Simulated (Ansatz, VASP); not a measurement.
**CdS: VASP beside Ansatz**

The input INCAR:

```
PREC = Accurate
ENCUT = 600
EDIFF = 1E-6
ISMEAR = -1
SIGMA = 0.1
LREAL = False
LASPH = True
NELM = 60
ALGO = Normal
ISIF = 3
LWAVE = False
LCHARG = False
GGA = CA
IBRION = 2
NSW = 100
EDIFFG = -0.002
```

File KPOINTS:

```
Automatic mesh
0
Gamma
  12 12 6
```

Contents of POSCAR:

```
CdS
1.0
    4.1500000000      0.0000000000      0.0000000000
   -2.0750000000      3.5940054257      0.0000000000
    0.0000000000      0.0000000000      6.7370000000
Cd S
2 2
Direct
    0.3333333333      0.6666666667      0.0000000000
    0.6666666667      0.3333333333      0.5000000000
    0.3333333333      0.6666666667      0.3750000000
    0.6666666667      0.3333333333      0.8750000000
```

Input for Ansatz:

```yaml
crystal:
  lattice:
    - [4.15, 0.0, 0.0]
    - [-2.075, 3.5940054257, 0.0]
    - [0.0, 0.0, 6.737]
  atoms:
    - { symbol: Cd, position: [0.333333333333, 0.666666666667, 0.0] }
    - { symbol: Cd, position: [0.666666666667, 0.333333333333, 0.5] }
    - { symbol: S, position: [0.333333333333, 0.666666666667, 0.375] }
    - { symbol: S, position: [0.666666666667, 0.333333333333, 0.875] }
kpoints:
  mp_grid: { grid: [12, 12, 6] }
scf:
  occupations: { method: fermi_dirac, width: 0.1 }
hamiltonian:
  xc: lda
  pseudopotentials: { kind: paw }
relax:
  f_tol: 0.002
  max_steps: 80
  cell: {}
output:
  forces: true
  stress: true
  write_density: true
  write_potential: true
  elf: true
  volumetric_format: npy
```

Alike in both runs: task relaxation of cell and atoms; functional LDA; k mesh 12 × 12 × 6; occupations fermi-dirac, width 0.1 eV; no spin polarisation.

|  | VASP | Ansatz |
| --- | --- | --- |
| version | VASP 6.6.1 | Ansatz 0.2.0 |
| potentials or method | VASP PAW LDA potentials, release 64 (Cd, S) | PAW with Ansatz's default frozen-core files, scalar-relativistic |
| plane-wave cutoff (eV) | 600 | 420 |
| valence electrons in the cell | 36 | 52 |

```tsv
	VASP	Ansatz	Ansatz less VASP
relaxed volume (Å³/atom)	24.04	23.85	-0.186
relaxed cell length with the largest relative difference (Å)	6.658	6.639	-0.0194
```

LDA's correlation is that of Perdew and Zunger in VASP and of Perdew and Wang (1992) in Ansatz. VASP's potentials hold 36 valence electrons a cell and Ansatz's 52, so a difference there can come from the potentials and not from the codes.
